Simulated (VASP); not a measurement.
Set up this calculation in VASP 6.6.1, as the native input.

```
Task                    : single point
Functional              : PBE
Potentials or basis     : VASP PAW PBE potentials, release 64 (Zr_sv)
Cutoff                  : 520 eV
k mesh                  : 11 × 11 × 11
Occupations             : fermi-dirac, width 0.08 eV
Spin                    : no spin polarisation
Dipole correction       : no
k mesh for the DOS      : 17 × 17 × 17
Occupations for the DOS : tetrahedron
Further INCAR settings  : ALGO = Normal; EDIFF = 1e-06
```

The system is Zr.

```
Zr
1.0
     0.00000    2.76230    2.76230
     2.76230    0.00000    2.76230
     2.76230    2.76230    0.00000
Zr
2
Direct
  0.87500 0.87500 0.87500
  0.12500 0.12500 0.12500
```

This isn't the form of Zr at room conditions, which is hcp.

One way to write it, as run:

POSCAR

```
Zr
1.0
    0.0000000000      2.7622963560      2.7622963560
    2.7622963560      0.0000000000      2.7622963560
    2.7622963560      2.7622963560      0.0000000000
Zr
2
Direct
   -0.1250000000     -0.1250000000     -0.1250000000
    0.1250000000      0.1250000000      0.1250000000
```

INCAR.step1

```
PREC     = Accurate       # precision mode
ENCUT    = 520            # plane-wave cutoff, eV
EDIFF    = 1E-6           # SCF threshold, eV
ISMEAR   = -1             # smearing method
SIGMA    = 0.08           # smearing width, eV
LREAL    = F              # projectors in reciprocal space
LASPH    = T              # aspherical terms in the spheres
NELM     = 100            # most SCF steps
ALGO     = Normal         # electronic algorithm
ISIF     = 2              # what is computed and relaxed
LWAVE    = F              # write WAVECAR
LCHARG   = T              # write CHGCAR
LMAXMIX  = 4              # l up to which the mixer works
GGA      = PE             # functional
NBANDS   = 19             # bands
```

KPOINTS.step1

```
regular mesh
0
Gamma
  11 11 11
```

INCAR.step2

```
PREC     = Accurate       # precision mode
ENCUT    = 520            # plane-wave cutoff, eV
EDIFF    = 1E-6           # SCF threshold, eV
ISMEAR   = -5             # smearing method
SIGMA    = 0.08           # smearing width, eV
LREAL    = F              # projectors in reciprocal space
LASPH    = T              # aspherical terms in the spheres
NELM     = 100            # most SCF steps
ALGO     = Normal         # electronic algorithm
ISIF     = 2              # what is computed and relaxed
LWAVE    = F              # write WAVECAR
LCHARG   = F              # write CHGCAR
LMAXMIX  = 4              # l up to which the mixer works
GGA      = PE             # functional
LORBIT   = 10             # projections on sites
NEDOS    = 2001           # points of the DOS
ICHARG   = 11             # starting density
```

KPOINTS.step2

```
regular mesh
0
Gamma
  17 17 17
```

Potentials or basis: VASP PAW PBE potentials, release 64 (Zr_sv).

Launch:

```bash
$ cat potpaw_PBE.64/Zr_sv/POTCAR > POTCAR
$ cp INCAR.step1 INCAR
$ cp KPOINTS.step1 KPOINTS
$ mpirun -np 1 vasp_std > vasp.out
$ cp INCAR.step2 INCAR
$ cp KPOINTS.step2 KPOINTS
$ mpirun -np 1 vasp_std > vasp.out
```

Results of the run:

```json
{
  "Valence electrons inside the program's atomic spheres": "Zr 10.63"
}
```

Wall time 51 s on 1 thread of Intel(R) Xeon(R) 6975P-C (Granite Rapids), on a shared host, peak memory 0.22 GiB.
